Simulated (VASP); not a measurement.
# Ga (C2/c) in VASP: notebook, part 2 of 2

VASP 6.6.1.

### Step 3. Electric field gradients, LDA

Input file INCAR:

```
PREC = Accurate
ENCUT = 400
EDIFF = 1E-8
ISMEAR = -1
SIGMA = 0.05
LREAL = False
LASPH = True
NELM = 120
ALGO = Normal
ISIF = 2
LWAVE = False
LCHARG = False
LEFG = True
NBANDS = 20
GGA_COMPAT = False
```

Input file KPOINTS:

```
Automatic mesh
0
Gamma
  11 11 9
```

Input file POSCAR:

```
Ga
1.0
    1.3830000000     -4.0265000000      0.0000000000
    1.3830000000      4.0265000000      0.0000000000
   -0.1174474948      0.0000000000      3.3299294416
Ga
2
Direct
    0.8690000000      0.1310000000      0.2500000000
    0.1310000000      0.8690000000      0.7500000000
```

Potentials or basis: VASP PAW LDA potentials, release 64 (Ga_d).

Launch:

```
> cat potpaw_LDA.64/Ga_d/POTCAR > POTCAR
> mpirun -np 1 vasp_std > vasp.out
```

OUTCAR:

```text
PREC = Accurate
   ENCUT = 400
   EDIFF = 1E-8
   ISMEAR = -1
   LREAL = False
   LASPH = True
   NELM = 120
   ISIF = 2

 ion  position               nearest neighbor table
   1  0.869  0.131  0.250-   2 2.69   2 2.69   2 2.86   2 2.86   2 2.92   2 2.92
   2  0.131  0.869  0.750-   1 2.69   1 2.69   1 2.86   1 2.86   1 2.92   1 2.92

  LATTYP: Found a base centered monoclinic cell.
 ALAT       =     2.7660000000
 B/A-ratio  =     2.9114244396
 C/A-ratio  =     1.2046276211
 COS(beta)  =    -0.0352483478

  Lattice vectors:

 A1 = (   1.3830000000,  -4.0265000000,   0.0000000000)
 A2 = (   1.3830000000,   4.0265000000,   0.0000000000)
 A3 = (  -0.1174474948,   0.0000000000,   3.3299294416)

Analysis of symmetry for initial positions (statically):
=====================================================================
 Subroutine PRICEL returns:
 Original cell was already a primitive cell.

 Routine SETGRP: Setting up the symmetry group for a
 base centered monoclinic supercell.

 Subroutine GETGRP returns: Found  4 space group operations
 (whereof  2 operations were pure point group operations)
 out of a pool of  4 trial point group operations.

The static configuration has the point symmetry S_2 .
 The point group associated with its full space group is C_2h.

Analysis of symmetry for dynamics (positions and initial velocities):
=====================================================================
 Subroutine PRICEL returns:
 Original cell was already a primitive cell.

 Routine SETGRP: Setting up the symmetry group for a
 base centered monoclinic supercell.

 Subroutine GETGRP returns: Found  4 space group operations
 (whereof  2 operations were pure point group operations)
 out of a pool of  4 trial point group operations.

The dynamic configuration has the point symmetry S_2 .
 The point group associated with its full space group is C_2h.

 Subroutine INISYM returns: Found  4 space group operations
 (whereof  2 operations are pure point group operations),
 and found     1 'primitive' translations

----------------------------------------------------------------------------------------

                                     Primitive cell

  volume of cell :      37.0864

  direct lattice vectors                    reciprocal lattice vectors
     1.383000000 -4.026500000  0.000000000     0.361532899 -0.124177325  0.012751361
     1.383000000  4.026500000  0.000000000     0.361532899  0.124177325  0.012751361
    -0.117447495  0.000000000  3.329929442     0.000000000  0.000000000  0.300306663

  length of vectors
     4.257392541  4.257392541  3.332000000     0.382476983  0.382476983  0.300306663

  position of ions in fractional coordinates (direct lattice)
     0.869000000  0.131000000  0.250000000
     0.131000000  0.869000000  0.750000000

  ion indices of the primitive-cell ions
   primitive index   ion index
                 1           1
                 2           2

----------------------------------------------------------------------------------------

 KPOINTS: Automatic mesh
[... 74 lines left out ...]
   ISIF   =      2    stress and relaxation
   ISYM   =      2    0-nonsym 1-usesym 2-fastsym
   POTIM  = 0.5000    time-step for ionic-motion
   TEBEG  =    0.0;   TEEND  =   0.0 temperature during run
   PSTRESS=    0.0 pullay stress
   NELECT =      26.0000    total number of electrons
   NUPDOWN=      -1.0000    fix difference up-down
   EMIN   =  10.00;   EMAX   =-10.00  energy-range for DOS
   EFERMI =   0.00;   METHOD = LEGACY
   ISMEAR =    -1;   SIGMA  =   0.05  broadening in eV -4-tet -1-fermi 0-gaus
   EFERMI_NEDOS =   21; number of points for ismear=-14 and -15
   IALGO  =     38    algorithm
   IMIX   =      4    mixing-type and parameters
     AMIX     =   0.40;   BMIX     =  1.00
     AMIX_MAG =   1.60;   BMIX_MAG =  1.00
  volume/ion in A,a.u.               =      18.54       125.14
  Fermi-wavevector in a.u.,A,eV,Ry     =   1.454323  2.748273 28.777089  2.115056
  Thomas-Fermi vector in A             =   2.571487
   LORBIT       =      0    0 simple, 1 ext, 2 COOP (PROOUT), +10 PAW based schemes
   GGA     = CA    functional components
   LHFCALC =     F    Hartree Fock is set to
   AEXX    =    0.0000 exact exchange contribution
   IVDW    =     0    specifies the selected vdW correction
   LEPSILON=     F    determine dielectric tensor
   LRPA    =     F    only Hartree local field effects (RPA)
 non-spin polarized calculation
  energy-cutoff  :      400.00
  volume of cell :       37.09
 maximum number of plane-waves:       687
   NGX = 13   NGY = 13   NGZ = 11

 number of electron      25.9999977 magnetization

 Free energy of the ion-electron system (eV)
  ---------------------------------------------------
  ext. energy  EPLUGINS =         0.00000000
  ---------------------------------------------------
  free energy    TOTEN  =        -7.12988257 eV

  energy without entropy =       -7.12398624  energy(sigma->0) =       -7.12693441

 E-fermi :   5.4532     XC(G=0): -11.3703

 val. band max:        5.4512234191   @ k =  -0.2727  -0.3636   0.4444
 cond. band min:       5.4541889825   @ k =   0.3636   0.3636   0.1111
 fundamental gap:      0.0029655634
 Fermi energy:         5.4532001115

 k-point     1 :       0.0000    0.0000    0.0000
  band No.  band energies     occupation
      1      -9.8381      2.00000
      2      -9.8264      2.00000
      3      -9.7915      2.00000
      4      -9.7666      2.00000
      5      -9.4923      2.00000
      6      -9.4922      2.00000
[... 541 lines left out ...]
     19      17.3634      0.00000
     20      17.3655      0.00000

 [... further k-points ...]

------------------------ aborting loop because EDIFF is reached ----------------------------------------

  FORCE on cell =-STRESS in cart. coord.  units (eV):
  Direction    XX          YY          ZZ          XY          YZ          ZX
  --------------------------------------------------------------------------------------
  -------------------------------------------------------------------------------------
  Total       -1.0996616     -1.0030436     -0.7381535      0.0000000      0.0000000      0.0686383
  in kB      -47.5066867    -43.3326713    -31.8891062      0.0000000      0.0000000      2.9652569
  external PRESSURE =     -40.9094881 kB  Pullay stress =       0.0000000 kB

 VOLUME and BASIS-vectors are now :
 -----------------------------------------------------------------------------
  energy-cutoff  :      400.00
  volume of cell :       37.09
      direct lattice vectors                 reciprocal lattice vectors
     1.383000000 -4.026500000  0.000000000     0.361532899 -0.124177325  0.012751361
     1.383000000  4.026500000  0.000000000     0.361532899  0.124177325  0.012751361
    -0.117447495  0.000000000  3.329929442     0.000000000  0.000000000  0.300306663

 POSITION                                       TOTAL-FORCE (eV/Angst)
 -----------------------------------------------------------------------------------
      1.35364     -2.97156      0.83248        -0.000000      0.207773      0.000000
      1.29491      2.97156      2.49745         0.000000     -0.207773     -0.000000
 -----------------------------------------------------------------------------------
    total drift:                                0.000000     -0.000000     -0.000000

  FREE ENERGIE OF THE ION-ELECTRON SYSTEM (eV)
  ---------------------------------------------------
  free  energy   TOTEN  =        -7.1298825730 eV

  energy  without entropy=       -7.1239862403  energy(sigma->0) =       -7.12693441

 Electric field gradients (V/A^2)
---------------------------------------------------------------------
 ion       V_xx      V_yy      V_zz      V_xy      V_xz      V_yz
---------------------------------------------------------------------
   1      -7.794   -17.817    25.611     0.000    -2.824     0.000
   2      -7.794   -17.817    25.611    -0.000    -2.824    -0.000
---------------------------------------------------------------------

 Electric field gradients after diagonalization (V/A^2)
 (convention: |V_zz| > |V_xx| > |V_yy|)
----------------------------------------------------------------------
 ion       V_xx      V_yy      V_zz     asymmetry (V_yy - V_xx)/ V_zz
----------------------------------------------------------------------
   1     -17.817    -8.031    25.849       0.379
   2     -17.817    -8.031    25.849       0.379
----------------------------------------------------------------------

           NMR quadrupolar parameters

 Cq : quadrupolar parameter    Cq=e*Q*V_zz/h
 eta: asymmetry parameters     (V_yy - V_xx)/ V_zz
 Q  : nuclear electric quadrupole moment in mb (millibarn)
----------------------------------------------------------------------
 ion       Cq(MHz)       eta       Q (mb)
----------------------------------------------------------------------
   1       0.063       0.379       1.000
   2       0.063       0.379       1.000
----------------------------------------------------------------------
```

OSZICAR:

```text
N       E                     dE             d eps       ncg     rms          rms(c)
DAV:   1     0.119035164193E+03    0.11904E+03   -0.11465E+04 12744   0.212E+03
DAV:   2     0.297737697852E+01   -0.11606E+03   -0.11333E+03 12452   0.342E+02
DAV:   3    -0.706116480817E+01   -0.10039E+02   -0.99972E+01 13608   0.865E+01
DAV:   4    -0.720408067670E+01   -0.14292E+00   -0.14282E+00 13720   0.116E+01
DAV:   5    -0.720647977796E+01   -0.23991E-02   -0.23990E-02 13724   0.145E+00    0.143E+00
DAV:   6    -0.714513259001E+01    0.61347E-01   -0.10629E-01 16416   0.528E+00    0.705E-01
DAV:   7    -0.713145703641E+01    0.13676E-01   -0.17693E-02 17052   0.173E+00    0.199E-01
DAV:   8    -0.712987552217E+01    0.15815E-02   -0.23658E-03 13424   0.667E-01    0.165E-02
DAV:   9    -0.712988290649E+01   -0.73843E-05   -0.87042E-05 13552   0.935E-02    0.657E-03
DAV:  10    -0.712988260742E+01    0.29907E-06   -0.61870E-06 13888   0.303E-02    0.187E-03
DAV:  11    -0.712988257439E+01    0.33030E-07   -0.54052E-07 14684   0.829E-03    0.392E-04
DAV:  12    -0.712988257305E+01    0.13461E-08   -0.52406E-08 13356   0.279E-03
   1 F= -.71298826E+01 E0= -.71269344E+01  d E =-.589633E-02
```

Run time: 3.2 min. Hardware: 1 thread of Intel Xeon 8259CL, shared host; peak memory 0.23 GiB.

Results:

| Property | Result |
| --- | --- |
| Free energy | -7.1299 eV |
| Pressure | -4.1 GPa |
| Largest force | 0.208 eV/Å |
| Band gap on the k mesh | zero (bands 13 and 14 overlap by 7.85 eV) |
| Largest electric field gradient by atom | Ga +25.8 V/Å² |

Forces in eV/Å, atoms in the order of the input:
```
Ga   0.000  0.208  0.000
Ga   0.000 -0.208  0.000
```

Electric field gradients, principal values (V/Å²):
| atom | least | middle | greatest (by size) |
| --- | --- | --- | --- |
| 1 Ga | -8.031 | -17.817 | 25.849 |
| 2 Ga | -8.031 | -17.817 | 25.849 |

Caveat: the cell stands under tension; without QUAD_EFG the Cq values of the log hold for a quadrupole moment of 1 mb, not for the nuclei.
